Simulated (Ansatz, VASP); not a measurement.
## Y2P: VASP beside Ansatz

```
CELL_PARAMETERS angstrom
-2.75967 2.75967 5.50067
2.75967 -2.75967 5.50067
2.75967 2.75967 -5.50067
ATOMIC_POSITIONS crystal
Y 0.24867 0.24867 0.00000
Y 0.99867 0.49867 0.50000
Y 0.50133 0.00133 0.50000
Y 0.75133 0.75133 0.00000
P 0.00000 0.00000 0.00000
P 0.75000 0.25000 0.50000
```

Alike in both runs: functional PBE; k mesh 10 × 10 × 10; occupations gaussian, width 0.1 eV; no spin polarisation.

Ansatz relaxed the structure, and its values are those at the end. VASP's run is a single point on that final structure, the one shown.

|  | VASP | Ansatz |
| --- | --- | --- |
| version | VASP 6.6.1 | Ansatz 0.2.0 |
| potentials or method | VASP PAW PBE potentials, release 64 (Y_sv, P), cutoff 520 eV | scalar-relativistic, plane waves, PAW |
| valence electrons in the cell | 54 | 54 |

```tsv
	VASP	Ansatz	Ansatz less VASP
gap on the k mesh at the Fermi level (eV)	none	none	-
pressure (GPa)	-0.1	0.0	+0.06
```

A gap of «none» marks a metal or a gap that the smearing closes.
